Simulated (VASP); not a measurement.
# Hf7S (Pm-3) in VASP: further runs

The runs below take Hf7S through single point, relaxation of cell and atoms, with PBE.

Everything below comes from runs of VASP 6.6.1. Logs are shortened: lines on timing, memory, paths and dates and some standing lists are left out, and cuts for length are marked.

## Step 1: The cell of the first run

It takes space group Pm-3 (No. 200, cubic). Conventional cell: a = 5.544 Å, b = 5.544 Å, c = 5.544 Å, α = 90.00°, β = 90.00°, γ = 90.00°. Hf (site symmetry mm2) has 12 Hf at 2.72 to 3.39 Å and 2 S at 3.11 Å within 3.6 Å. Within 4.1 Å of Hf (site symmetry m-3) lie 12 Hf at 3.09 Å. Within 4.1 Å of S (site symmetry m-3) lie 12 Hf at 3.11 Å.

The cell was generated, and may not be a known phase.

## Step 2: Single point, PBE

The input, INCAR:

```
SYSTEM = Hf7S
  ALGO = Normal
  EDIFF = 1E-6
  ENCUT = 520
  GGA = PE
  ISIF = 2
  ISMEAR = 0
  LASPH = .TRUE.
  LCHARG = .FALSE.
  LREAL = .FALSE.
  LWAVE = .FALSE.
  NBANDS = 48
  NELM = 100
  PREC = Accurate
  SIGMA = 0.2
```

The input, KPOINTS:

```
k-points
0
G
  3 3 3
  0 0 0
```

The input, POSCAR:

```
Hf7S
1.0
    5.5435936655      0.0000000000      0.0000000000
    0.0000000000      5.5435936655      0.0000000000
    0.0000000000      0.0000000000      5.5435936655
Hf S
7 1
Direct
    0.7545178940      0.5000000000      0.0000000000
    0.2454821060      0.5000000000      0.0000000000
    0.0000000000      0.7545178940      0.5000000000
    0.0000000000      0.2454821060      0.5000000000
    0.5000000000      0.0000000000      0.7545178940
    0.5000000000      0.0000000000      0.2454821060
    0.0000000000      0.0000000000      0.0000000000
    0.5000000000      0.5000000000      0.5000000000
```

Potentials or basis: VASP PAW PBE potentials, release 64 (Hf_pv, S).

The run is started by

```sh
$ cat potpaw_PBE.64/Hf_pv/POTCAR potpaw_PBE.64/S/POTCAR > POTCAR
$ mpirun -np 1 vasp_std > vasp.out
```

OUTCAR:

```text
SYSTEM = Hf7S
   EDIFF = 1E-6
   ENCUT = 520
   GGA = PE
   ISIF = 2
   ISMEAR = 0
   LASPH = .TRUE.
   LREAL = .FALSE.
   NELM = 100
   PREC = Accurate

 ion  position               nearest neighbor table
   1  0.755  0.500  0.000-   2 2.72   2 2.82   7 3.09   7 3.09   8 3.11   8 3.11   4 3.39   3 3.39
                             4 3.39   5 3.39   5 3.39   6 3.39   6 3.39   3 3.39
   2  0.245  0.500  0.000-   1 2.72   1 2.82   7 3.09   7 3.09   8 3.11   8 3.11   3 3.39   4 3.39
                             3 3.39   4 3.39   5 3.39   5 3.39   6 3.39   6 3.39
   3  0.000  0.755  0.500-   4 2.72   4 2.82   7 3.09   7 3.09   8 3.11   8 3.11   1 3.39   1 3.39
                             2 3.39   5 3.39   6 3.39   5 3.39   6 3.39   2 3.39
   4  0.000  0.245  0.500-   3 2.72   3 2.82   7 3.09   7 3.09   8 3.11   8 3.11   2 3.39   1 3.39
                             1 3.39   2 3.39   5 3.39   5 3.39   6 3.39   6 3.39
   5  0.500  0.000  0.755-   6 2.72   6 2.82   7 3.09   7 3.09   8 3.11   8 3.11   3 3.39   4 3.39
                             1 3.39   2 3.39   1 3.39   3 3.39   4 3.39   2 3.39
   6  0.500  0.000  0.245-   5 2.72   5 2.82   7 3.09   7 3.09   8 3.11   8 3.11   2 3.39   3 3.39
                             1 3.39   2 3.39   4 3.39   3 3.39   4 3.39   1 3.39
   7  0.000  0.000  0.000-   1 3.09   2 3.09   3 3.09   4 3.09   5 3.09   6 3.09   3 3.09   4 3.09
                             1 3.09   2 3.09   5 3.09   6 3.09
   8  0.500  0.500  0.500-   1 3.11   2 3.11   3 3.11   4 3.11   5 3.11   6 3.11   1 3.11   2 3.11
                             5 3.11   6 3.11   3 3.11   4 3.11

  LATTYP: Found a simple cubic cell.
 ALAT       =     5.5435936655

  Lattice vectors:

 A1 = (   5.5435936655,   0.0000000000,   0.0000000000)
 A2 = (   0.0000000000,   5.5435936655,   0.0000000000)
 A3 = (   0.0000000000,   0.0000000000,   5.5435936655)

Analysis of symmetry for initial positions (statically):
=====================================================================
 Subroutine PRICEL returns:
 Original cell was already a primitive cell.

 Routine SETGRP: Setting up the symmetry group for a
 simple cubic supercell.

 Subroutine GETGRP returns: Found 24 space group operations
 (whereof 24 operations were pure point group operations)
 out of a pool of 48 trial point group operations.

The static configuration has the point symmetry T_h .

Analysis of symmetry for dynamics (positions and initial velocities):
=====================================================================
 Subroutine PRICEL returns:
 Original cell was already a primitive cell.

 Routine SETGRP: Setting up the symmetry group for a
 simple cubic supercell.

 Subroutine GETGRP returns: Found 24 space group operations
 (whereof 24 operations were pure point group operations)
 out of a pool of 48 trial point group operations.

The dynamic configuration has the point symmetry T_h .

 Subroutine INISYM returns: Found 24 space group operations
 (whereof 24 operations are pure point group operations),
 and found     1 'primitive' translations

----------------------------------------------------------------------------------------

                                     Primitive cell

  volume of cell :     170.3626

  direct lattice vectors                    reciprocal lattice vectors
     5.543593666  0.000000000  0.000000000     0.180388402  0.000000000  0.000000000
     0.000000000  5.543593666  0.000000000     0.000000000  0.180388402  0.000000000
     0.000000000  0.000000000  5.543593666     0.000000000  0.000000000  0.180388402

  length of vectors
     5.543593666  5.543593666  5.543593666     0.180388402  0.180388402  0.180388402

  position of ions in fractional coordinates (direct lattice)
     0.754517894  0.500000000  0.000000000
     0.245482106  0.500000000  0.000000000
     0.000000000  0.754517894  0.500000000
     0.000000000  0.245482106  0.500000000
     0.500000000  0.000000000  0.754517894
     0.500000000  0.000000000  0.245482106
     0.000000000  0.000000000  0.000000000
     0.500000000  0.500000000  0.500000000

  ion indices of the primitive-cell ions
   primitive index   ion index
                 1           1
                 2           2
                 3           3
                 4           4
                 5           5
                 6           6
                 7           7
                 8           8

----------------------------------------------------------------------------------------

 KPOINTS: k-points

Automatic generation of k-mesh.
 Grid dimensions read from file:
 generate k-points for:    3    3    3

 Generating k-lattice:

  Cartesian coordinates                     Fractional coordinates (reciprocal lattice)
     0.060129467  0.000000000  0.000000000     0.333333333  0.000000000  0.000000000
     0.000000000  0.060129467  0.000000000     0.000000000  0.333333333  0.000000000
     0.000000000  0.000000000  0.060129467     0.000000000  0.000000000  0.333333333

  Length of vectors
     0.060129467  0.060129467  0.060129467

  Shift w.r.t. Gamma in fractional coordinates (k-lattice)
     0.000000000  0.000000000  0.000000000

 Subroutine IBZKPT returns following result:
 ===========================================

 Found      4 irreducible k-points:

 Following reciprocal coordinates:
            Coordinates               Weight
  0.000000  0.000000  0.000000      1.000000
  0.333333  0.000000  0.000000      6.000000
  0.333333  0.333333  0.000000     12.000000
  0.333333  0.333333  0.333333      8.000000
   k-points           NKPTS =      4   k-points in BZ     NKDIM =      4   number of bands    NBANDS=     48
   number of dos      NEDOS =    301   number of ions     NIONS =      8
   total plane-waves  NPLWV =  74088
   dimension x,y,z NGX =    42 NGY =   42 NGZ =   42
   dimension x,y,z NGXF=    84 NGYF=   84 NGZF=   84
   ions per type =               7   1
   NGX,Y,Z   is equivalent  to a cutoff of  12.60, 12.60, 12.60 a.u.
   NGXF,Y,Z  is equivalent  to a cutoff of  25.19, 25.19, 25.19 a.u.
 SYSTEM =  Hf7S
   PREC   = accura    normal or accurate (medium, high low for compatibility)
   ISTART =      0    job   : 0-new  1-cont  2-samecut
   ICHARG =      2    charge: 1-file 2-atom 10-const
   ISPIN  =      1    spin polarized calculation?
   LNONCOLLINEAR =      F non collinear calculations
   LSORBIT =      F    spin-orbit coupling
   LASPH  =      T    aspherical Exc in radial PAW
   ENCUT  =  520.0 eV  38.22 Ry    6.18 a.u.  10.31 10.31 10.31*2*pi/ulx,y,z
   NELM   =    100;   NELMIN=  2; NELMDL= -5     # of ELM steps
   EDIFF  = 0.1E-05   stopping-criterion for ELM
   LREAL  =      F    real-space projection
   EDIFFG = 0.1E-04   stopping-criterion for IOM
   NSW    =      0    number of steps for IOM
   IBRION =     -1    ionic relax: 0-MD 1-quasi-New 2-CG
   NFREE  =      0    steps in history (QN), initial steepest desc. (CG)
   ISIF   =      2    stress and relaxation
   ISYM   =      2    0-nonsym 1-usesym 2-fastsym
   POTIM  = 0.5000    time-step for ionic-motion
   TEBEG  =    0.0;   TEEND  =   0.0 temperature during run
   PSTRESS=    0.0 pullay stress
   NELECT =      76.0000    total number of electrons
   NUPDOWN=      -1.0000    fix difference up-down
   EMIN   =  10.00;   EMAX   =-10.00  energy-range for DOS
   EFERMI =   0.00;   METHOD = LEGACY
   ISMEAR =     0;   SIGMA  =   0.20  broadening in eV -4-tet -1-fermi 0-gaus
   EFERMI_NEDOS =   21; number of points for ismear=-14 and -15
   IALGO  =     38    algorithm
   IMIX   =      4    mixing-type and parameters
     AMIX     =   0.40;   BMIX     =  1.00
     AMIX_MAG =   1.60;   BMIX_MAG =  1.00
  volume/ion in A,a.u.               =      21.30       143.71
  Fermi-wavevector in a.u.,A,eV,Ry     =   1.250896  2.363851 21.289601  1.564742
  Thomas-Fermi vector in A             =   2.384869
   LORBIT       =      0    0 simple, 1 ext, 2 COOP (PROOUT), +10 PAW based schemes
   GGA     = PE    functional components
   LHFCALC =     F    Hartree Fock is set to
   AEXX    =    0.0000 exact exchange contribution
   IVDW    =     0    specifies the selected vdW correction
   LEPSILON=     F    determine dielectric tensor
   LRPA    =     F    only Hartree local field effects (RPA)
 non-spin polarized calculation
 Gauss-broadening in eV      SIGMA  =   0.20
  energy-cutoff  :      520.00
  volume of cell :      170.36
 maximum number of plane-waves:      4625
 NGX is ok and might be reduce to    42
   NGX = 21   NGY = 21   NGZ = 21

 number of electron      75.9999992 magnetization

 Free energy of the ion-electron system (eV)
  ---------------------------------------------------
  ext. energy  EPLUGINS =         0.00000000
  ---------------------------------------------------
  free energy    TOTEN  =       -73.82046083 eV

  energy without entropy =      -73.60468184  energy(sigma->0) =      -73.71257134

 E-fermi :   5.1394     XC(G=0): -11.2817

 val. band max:        5.1221355853   @ k =   0.3333   0.3333   0.0000
 cond. band min:       5.2138281417   @ k =   0.3333   0.3333   0.0000
 fundamental gap:      0.0916925563
 Fermi energy:         5.1393850970

 k-point     1 :       0.0000    0.0000    0.0000
  band No.  band energies     occupation
      1     -25.8507      2.00000
      2     -25.8507      2.00000
      3     -25.7395      2.00000
      4     -25.4623      2.00000
      5     -25.4623      2.00000
      6     -25.4623      2.00000
[... 40 lines left out ...]
     47       8.0456      0.00000
     48       8.0623      0.00000

 k-point     2 :       0.3333    0.0000    0.0000
  band No.  band energies     occupation
      1     -25.8527      2.00000
      2     -25.8150      2.00000
      3     -25.4971      2.00000
      4     -25.4643      2.00000
      5     -25.4314      2.00000
      6     -25.3701      2.00000
[... 40 lines left out ...]
     47       7.9040      0.00000
     48       8.3571      0.00000

 k-point     3 :       0.3333    0.3333    0.0000
  band No.  band energies     occupation
      1     -25.8492      2.00000
      2     -25.5590      2.00000
      3     -25.4981      2.00000
      4     -25.4071      2.00000
      5     -25.3831      2.00000
      6     -25.3498      2.00000
[... 40 lines left out ...]
     47       7.3829      0.00000
     48       7.7736      0.00000

 k-point     4 :       0.3333    0.3333    0.3333
  band No.  band energies     occupation
      1     -25.5660      2.00000
      2     -25.5660      2.00000
      3     -25.5309      2.00000
      4     -25.3879      2.00000
      5     -25.3330      2.00000
      6     -25.3330      2.00000
[... 40 lines left out ...]
     47       7.8667      0.00000
     48       8.0691      0.00000

------------------------ aborting loop because EDIFF is reached ----------------------------------------

  FORCE on cell =-STRESS in cart. coord.  units (eV):
  Direction    XX          YY          ZZ          XY          YZ          ZX
  --------------------------------------------------------------------------------------
  -------------------------------------------------------------------------------------
  Total       -0.4236038     -0.4236038     -0.4236038     -0.0000000     -0.0000000      0.0000000
  in kB       -3.9837888     -3.9837888     -3.9837888     -0.0000000     -0.0000000      0.0000000
  external PRESSURE =      -3.9837888 kB  Pullay stress =       0.0000000 kB

 VOLUME and BASIS-vectors are now :
 -----------------------------------------------------------------------------
  energy-cutoff  :      520.00
  volume of cell :      170.36
      direct lattice vectors                 reciprocal lattice vectors
     5.543593666  0.000000000  0.000000000     0.180388402  0.000000000  0.000000000
     0.000000000  5.543593666  0.000000000     0.000000000  0.180388402  0.000000000
     0.000000000  0.000000000  5.543593666     0.000000000  0.000000000  0.180388402

 POSITION                                       TOTAL-FORCE (eV/Angst)
 -----------------------------------------------------------------------------------
      4.18274      2.77180      0.00000         0.053814     -0.000000      0.000000
      1.36085      2.77180      0.00000        -0.053814     -0.000000     -0.000000
      0.00000      4.18274      2.77180        -0.000000      0.053814      0.000000
      0.00000      1.36085      2.77180        -0.000000     -0.053814     -0.000000
      2.77180      0.00000      4.18274        -0.000000     -0.000000      0.053814
      2.77180      0.00000      1.36085        -0.000000      0.000000     -0.053814
      0.00000      0.00000      0.00000        -0.000000      0.000000      0.000000
      2.77180      2.77180      2.77180        -0.000000      0.000000      0.000000
 -----------------------------------------------------------------------------------
    total drift:                                0.000000     -0.000000     -0.000000

  FREE ENERGIE OF THE ION-ELECTRON SYSTEM (eV)
  ---------------------------------------------------
  free  energy   TOTEN  =       -73.8204608312 eV

  energy  without entropy=      -73.6046818445  energy(sigma->0) =      -73.71257134
```

It took 42 s on 1 thread of Intel Xeon Platinum 8488C (Sapphire Rapids), shared host; peak memory 0.25 GiB.

Results:

| Property | Result |
| --- | --- |
| Free energy | -73.8205 eV |
| Pressure | -0.4 GPa |
| Largest force | 0.054 eV/Å |
| Band gap on the k mesh | zero (bands 38 and 39 overlap by 0.38 eV) |

Forces on the atoms (eV/Å):
```
Hf   0.054  0.000  0.000
Hf  -0.054  0.000  0.000
Hf   0.000  0.054  0.000
Hf   0.000 -0.054  0.000
Hf   0.000  0.000  0.054
Hf   0.000  0.000 -0.054
Hf   0.000  0.000  0.000
S    0.000  0.000  0.000
```

Caveat: the k points lie up to 0.38 Å⁻¹ apart; spin-orbit coupling is left out, which moves the levels of the heavy elements.

## Step 3: Relaxation of cell and atoms, PBE

This run uses another cell than the first one, of 21.13 Å³/atom.

The input, INCAR:

```
SYSTEM = Hf7S
ALGO = Normal
EDIFF = 1E-7
EDIFFG = -0.08
ENCUT = 600
GGA = PE
IBRION = 2
ISIF = 3
ISMEAR = 0
LASPH = .True.
LCHARG = .False.
LREAL = .False.
LWAVE = .False.
NELM = 80
NSW = 36
PREC = Accurate
SIGMA = 0.2
```

The input, KPOINTS:

```
k-points
0
Gamma
  3 3 3
  0 0 0
```

The input, POSCAR:

```
Hf7S
1.0
    5.5291912700      0.0000000000      0.0000000000
    0.0000000000      5.5291912700      0.0000000000
    0.0000000000      0.0000000000      5.5291912700
Hf S
7 1
Direct
    0.7673035900      0.5000000000      0.0000000000
    0.2326964100      0.5000000000      0.0000000000
    0.0000000000      0.7673035900      0.5000000000
    0.0000000000      0.2326964100      0.5000000000
    0.5000000000      0.0000000000      0.7673035900
    0.5000000000      0.0000000000      0.2326964100
    0.0000000000      0.0000000000      0.0000000000
    0.5000000000      0.5000000000      0.5000000000
```

Potentials or basis: VASP PAW PBE potentials, release 64 (Hf_pv, S).

The run is started by

```sh
$ cat potpaw_PBE.64/Hf_pv/POTCAR potpaw_PBE.64/S/POTCAR > POTCAR
$ mpirun -np 1 vasp_std > vasp.out
```

It took 3.5 min on 1 thread of Intel Xeon Platinum 8488C (Sapphire Rapids), shared host; peak memory 0.34 GiB.

It converged, with:

```
Free energy                           : -73.8230 eV
Relaxed volume                        : 21.22 Å³/atom
Relaxed cell                          : a = 5.537 Å, b = 5.537 Å, c = 5.537 Å, α = 90.00°, β = 90.00°, γ = 90.00°
Space group after relaxing (to 0.1 Å) : Pm-3 (No. 200)
Energy gained by relaxing             : 48.5 meV/atom
Ionic steps                           : 5
Pressure after relaxing               : 0.0 GPa
Largest force after relaxing          : 0.021 eV/Å
Band gap on the k mesh                : zero (bands 38 and 39 overlap by 0.39 eV)
```

Forces in eV/Å, atoms in the order of the input:
```
Hf   0.021  0.000  0.000
Hf  -0.021  0.000  0.000
Hf   0.000  0.021  0.000
Hf   0.000 -0.021  0.000
Hf   0.000  0.000  0.021
Hf   0.000  0.000 -0.021
Hf   0.000  0.000  0.000
S    0.000  0.000  0.000
```

The path:
```
step  energy change (eV)  largest force (eV/Å)  pressure (GPa)  volume (Å³)
   1              0.0000                1.8618            2.19       169.04
   2             -0.2699                0.6251           -3.72       176.21
   3             -0.3578                0.1532           -2.01       173.76
   4             -0.3820                0.0998            0.85       168.07
   5             -0.3878                0.0210           -0.05       169.78
```

Final structure:
```xyz
8
Lattice="5.5373 0.0000 0.0000 0.0000 5.5373 0.0000 0.0000 0.0000 5.5373" Properties=species:S:1:pos:R:3 pbc="T T T"
Hf    4.1788    2.7687    0.0000
Hf    1.3585    2.7687    0.0000
Hf    0.0000    4.1788    2.7687
Hf    0.0000    1.3585    2.7687
Hf    2.7687    0.0000    4.1788
Hf    2.7687    0.0000    1.3585
Hf    0.0000    0.0000    0.0000
S     2.7687    2.7687    2.7687
```

Levels at points of the mesh, in eV from the Fermi level:
| k point | band 34 | band 35 | band 36 | band 37 | band 38 | band 39 | band 40 | band 41 | band 42 | band 43 |
| --- | --- | --- | --- | --- | --- | --- | --- | --- | --- | --- |
| (0.00, 0.00, 0.00) | -0.83 | -0.83 | -0.74 | -0.74 | -0.74 | -0.40 | 0.34 | 0.34 | 0.38 | 1.65 |

Caveat: the k points lie up to 0.38 Å⁻¹ apart in the final cell; spin-orbit coupling is left out, which moves the levels of the heavy elements.

## Step 4: Single point, PBE

The input, INCAR:

```
  PREC = Accurate
  ENCUT = 520
  EDIFF = 1E-6
  ISMEAR = 0
  SIGMA = 0.1
  LREAL = F
  LASPH = T
  NELM = 100
  ALGO = Normal
  ISIF = 2
  LWAVE = F
  LCHARG = F
  GGA = PE
  NBANDS = 48
```

The input, KPOINTS:

```
regular mesh
0
Gamma
  6 6 6
```

The input, POSCAR:

```
Hf7S
1.0
    5.5471370470      0.0000000000      0.0000000000
    0.0000000000      5.5471370470      0.0000000000
    0.0000000000      0.0000000000      5.5471370470
Hf S
7 1
Direct
    0.7542806246      0.5000000000      0.0000000000
    0.2457193754      0.5000000000      0.0000000000
    0.0000000000      0.7542806246      0.5000000000
    0.0000000000      0.2457193754      0.5000000000
    0.5000000000      0.0000000000      0.7542806246
    0.5000000000      0.0000000000      0.2457193754
    0.0000000000      0.0000000000      0.0000000000
    0.5000000000      0.5000000000      0.5000000000
```

The run is started by

```sh
$ cat potpaw_PBE.64/Hf_pv/POTCAR potpaw_PBE.64/S/POTCAR > POTCAR
$ mpirun -np 1 vasp_std > vasp.out
```

Wall time 3 min (1 thread of Intel Xeon Platinum 8488C (Sapphire Rapids), shared host); peak memory 0.33 GiB.

It converged, with:

```
Free energy            : -73.8167 eV
Pressure               : -0.5 GPa
Largest force          : 0.031 eV/Å
Band gap on the k mesh : zero (bands 38 and 39 overlap by 0.73 eV)
```

Forces on the atoms (eV/Å):
```
Hf   0.031  0.000  0.000
Hf  -0.031  0.000  0.000
Hf   0.000  0.031  0.000
Hf   0.000 -0.031  0.000
Hf   0.000  0.000  0.031
Hf   0.000  0.000 -0.031
Hf   0.000  0.000  0.000
S    0.000  0.000  0.000
```

Levels at points of the mesh, in eV from the Fermi level:
```csv
k point,band 36,band 37,band 38,band 39,band 40,band 41
"(0.00, 0.00, 0.00)",-0.73,-0.73,-0.73,-0.39,0.34,0.34
"(0.50, 0.00, 0.00)",-0.70,-0.41,-0.15,0.15,0.28,0.44
"(0.50, 0.50, 0.00)",-0.14,-0.01,0.30,0.41,0.45,0.69
"(0.50, 0.50, 0.50)",-0.05,-0.05,0.34,0.34,0.34,0.79
```

Caveat: spin-orbit coupling is left out, which moves the levels of the heavy elements.

## Step 5: Overview

| task | cell | k mesh | cutoff (eV) | smearing | gap on the mesh (eV) | pressure (GPa) | largest force (eV/Å) |
| --- | --- | --- | --- | --- | --- | --- | --- |
| single point | a = 5.544 Å, 8 atoms, atomic positions A | 3 × 3 × 3 | 520 | gaussian 0.2 eV | none | -0.4 | 0.05 |
| relaxation of cell and atoms | relaxed from a = 5.529 Å, 8 atoms, atomic positions B | 3 × 3 × 3 | 600 | gaussian 0.2 eV | none | 0.0 | 0.02 |
| single point | a = 5.547 Å, 8 atoms, atomic positions C | 6 × 6 × 6 | 520 | gaussian 0.1 eV | none | -0.5 | 0.03 |

Alike in all rows: level PBE; potentials or basis VASP PAW PBE potentials, release 64 (Hf_pv, S); no spin polarisation.

Caveats: some runs use coarse meshes; spin-orbit coupling is left out, which moves the levels of the heavy elements.

Total energies depend on the potentials used, so only differences within one code and one set of settings carry meaning.

The gap in the log of VASP goes by the Fermi energy; the results here count the filled bands.